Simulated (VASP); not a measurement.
Wanted: the native input for a VASP 6.6.1 run.

```yaml
Task: single point
Functional: PBE
Potentials_or_basis: VASP PAW PBE potentials, release 64 (Hf_pv, O)
Cutoff: 600 eV
k_mesh: 2 × 2 × 2, shifted
Occupations: gaussian, width 0.02 eV
Spin: no spin polarisation
Dipole_correction: no
Further_INCAR_settings: ALGO = Normal; EDIFF = 1e-06; NBANDS = 106
```

The structure of HfO2 lies in POSCAR:

```
HfO2
1.0
   -4.2678164323      0.0000000000     -5.2715616459
    5.1609167999      5.2121153012     -0.0053390239
    5.1609167999     -5.2121153012     -0.0053390239
Hf O
8 16
Direct
    0.2900639628      0.0101425452      0.5549248468
    0.2900415987      0.5101432529      0.0549443384
    0.2068064225      0.4427588260      0.4875623727
    0.2068297950      0.9428123698      0.9876025409
    0.7068457127      0.4857567603      0.9445958793
    0.7068005525      0.9857334128      0.4445861198
    0.7900245667      0.0531175269      0.0119672435
    0.7900698133      0.5531159333      0.5119386500
    0.0218258142      0.1056159251      0.3647392627
    0.0218097570      0.6056110305      0.8647723659
    0.4750525434      0.1330280828      0.8920660449
    0.4749964663      0.6330657440      0.3920449575
    0.9750347014      0.3902277078      0.1349062867
    0.9750120051      0.8901997804      0.6348689665
    0.5218459538      0.3629805099      0.6074480558
    0.5218072295      0.8628667623      0.1074561297
    0.6502644833      0.0219079822      0.6948673070
    0.6502045625      0.5217947955      0.1948626694
    0.8467312659      0.8029267070      0.9759655255
    0.8467412969      0.3029056566      0.4759692511
    0.3466933552      0.4740719997      0.8047487460
    0.3467875923      0.9741991241      0.3047747097
    0.1502342206      0.6930155566      0.5237002228
    0.1501917333      0.1930229535      0.0236700125
```

The input as run:

INCAR

```
SYSTEM = HfO2
ALGO     = Normal         ! electronic algorithm
EDIFF    = 1E-6           ! SCF threshold, eV
ENCUT    = 600            ! plane-wave cutoff, eV
GGA      = PE             ! functional
GGA_COMPAT= .False.      
ISIF     = 2              ! what is computed and relaxed
ISMEAR   = 0              ! smearing method
LASPH    = .True.         ! aspherical terms in the spheres
LCHARG   = .False.        ! write CHGCAR
LREAL    = .False.        ! projectors in reciprocal space
LWAVE    = .False.        ! write WAVECAR
NBANDS   = 106            ! bands
NELM     = 120            ! most SCF steps
PREC     = Accurate       ! precision mode
SIGMA    = 0.02           ! smearing width, eV
```

KPOINTS

```
Automatic mesh
0
Gamma
  2 2 2
  0.5 0.5 0.5
```

Potentials or basis: VASP PAW PBE potentials, release 64 (Hf_pv, O).

The run is started by

```console
$ cat potpaw_PBE.64/Hf_pv/POTCAR potpaw_PBE.64/O/POTCAR > POTCAR
$ mpirun -np 1 vasp_std > vasp.out
```

Results of the run:

```yaml
Pressure: -3.3 GPa
Largest_force: 0.084 eV/Å
Band_gap_on_the_k_mesh: 4.27 eV
```

Caveat: the k points lie up to 0.55 Å⁻¹ apart; spin-orbit coupling is left out, which moves the levels of the heavy elements; a shifted mesh leaves out Γ, where band edges can lie.

It took 3.7 min on 1 thread of Oxide Virtual Turin-like Processor (shared host), peak memory 0.47 GiB.
